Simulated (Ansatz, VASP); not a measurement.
**BaTiO3: VASP beside Ansatz**

The input INCAR:

```
SYSTEM = BaTiO3
PREC = Accurate ; ENCUT = 600
EDIFF = 1E-6 ; ISMEAR = 0
SIGMA = 0.01 ; LREAL = .FALSE.
LASPH = .TRUE. ; NELM = 120
ALGO = Normal ; ISIF = 2
LWAVE = .FALSE. ; LCHARG = .TRUE.
GGA = PS ; LELF = .TRUE.
LVHAR = .TRUE. ; NBANDS = 28
GGA_COMPAT = .FALSE.
```

Contents of KPOINTS:

```
Automatic mesh
0
G
  4 4 4
  0 0 0
```

File POSCAR:

```
BaTiO3
1.0
    3.9855000000      0.0000000000      0.0000000000
    0.0000000000      2.8369000000     -2.8451500000
    0.0000000000      2.8369000000      2.8451500000
Ba Ti O
1 1 3
Direct
    0.0000000000      0.0000000000      0.0000000000
    0.5000000000      0.4876000000      0.5124000000
    0.0000000000      0.5126000000      0.4874000000
    0.5000000000      0.0081600000      0.5052400000
    0.5000000000      0.4947600000      0.9918400000
```

Input for Ansatz:

```yaml
crystal:
  lattice:
    a: 3.9855
    b: 5.6738
    c: 5.6903
    alpha: 90.0
    beta: 90.0
    gamma: 90.0
  space_group: 38
  setting:
    hermann_mauguin: Amm2
  atoms:
    - { symbol: Ba, position: [0.0, 0.0, 0.0] }
    - { symbol: Ti, position: [0.5, 0.5, 0.0124] }
    - { symbol: O, position: [0.0, 0.5, 0.9874] }
    - { symbol: O, position: [0.5, 0.2567, 0.24854] }
  reduce_to_primitive: true
basis:
  ecutwfc: 550.0
kpoints:
  mp_grid:
    grid: [4, 4, 4]
hamiltonian:
  xc: pbesol
  hubbard:
    - { species: Ti, l: d, u_eff: 0.0 }
scf:
  occupations:
    method: fixed
output:
  eigenvalues: true
```

Alike in both runs: task single point; functional PBEsol; k mesh 4 × 4 × 4; no spin polarisation.

|  | VASP | Ansatz |
| --- | --- | --- |
| version | VASP 6.6.1 | Ansatz 0.2.0 |
| potentials or method | VASP PAW PBE potentials, release 64 (Ba_sv, Ti_sv, O), cutoff 600 eV | plane waves, PAW |
| occupations | gaussian, width 0.01 eV | fixed |
| valence electrons in the cell | 40 | 40 |

VASP gave:

* gap on the k mesh at the Fermi level (eV): 1.80

Q: What did Ansatz give for the same quantities?

A: gap on the k mesh at the Fermi level (eV): 1.86.

VASP's potentials were made for PBE, not for PBEsol.

Spin-orbit coupling is off throughout.
